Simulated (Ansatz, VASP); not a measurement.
# InP in VASP and in Ansatz

```xyz
2
Lattice="0.0000 2.9393 2.9393 2.9393 0.0000 2.9393 2.9393 2.9393 0.0000" Properties=species:S:1:pos:R:3 pbc="T T T"
In    0.0000    0.0000    0.0000
P     1.4697    1.4697    1.4697
```

Alike in both runs: functional PBEsol; k mesh 8 × 8 × 8; occupations gaussian, width 0.1 eV; no spin polarisation.

Ansatz relaxed the structure, and its values are those at the end. VASP's run is a single point on that final structure, the one shown.

|  | VASP | Ansatz |
| --- | --- | --- |
| version | VASP 6.6.1 | Ansatz 0.2.0 |
| potentials or method | VASP PAW PBE potentials, release 64 (In_d, P), cutoff 520 eV | plane-wave PAW, scalar-relativistic |
| valence electrons in the cell | 18 | 18 |

```csv
,VASP,Ansatz,Ansatz less VASP
pressure (GPa),0.0,0.0,+0.03
```

VASP's potentials were made for PBE, not for PBEsol, and Ansatz warns of the same on its side. The functional is the same, so the differences come from potentials, cutoffs and numerics.
